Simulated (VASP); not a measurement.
Here is a VASP 6.6.1 calculation.

INCAR

```
PREC = Accurate
ENCUT = 520
EDIFF = 1E-7
ISMEAR = 0
SIGMA = 0.1
LREAL = False
LASPH = True
NELM = 60
ALGO = Normal
ISIF = 2
LWAVE = False
LCHARG = False
GGA = PE
NBANDS = 37
```

File KPOINTS:

```
Automatic mesh
0
Gamma
  8 8 4
```

Contents of POSCAR:

```
K3TaO3
1.0
    3.8905424511      0.0000000000      0.0000000000
    0.0000000000      3.8905424511      0.0000000000
    0.0000000000      0.0000000000     13.4266209456
K Ta O
3 1 3
Direct
    0.0000000000      0.0000000000      0.5382165643
    0.5000000000      0.5000000000      0.2215179246
    0.5000000000      0.5000000000      0.8361199401
    0.0000000000      0.0000000000      0.0224239709
    0.0000000000      0.0000000000      0.1572385841
    0.0000000000      0.5000000000      0.9872415079
    0.5000000000      0.0000000000      0.9872415079
```

Potentials or basis: VASP PAW PBE potentials, release 64 (K_sv, Ta_pv, O).

Command:

```sh
$ cat potpaw_PBE.64/K_sv/POTCAR potpaw_PBE.64/Ta_pv/POTCAR potpaw_PBE.64/O/POTCAR > POTCAR
$ mpirun -np 1 vasp_std > vasp.out
```

(1) Predict the pressure.

(2) What does it give for the largest force?

(3) Predict the band gap on the k mesh.

Answers

(1) 0.2 GPa.

(2) 0.258 eV/Å.

(3) zero (bands 28 and 29 overlap by 1.52 eV).

Caveat: spin-orbit coupling is left out, which moves the levels of the heavy elements.
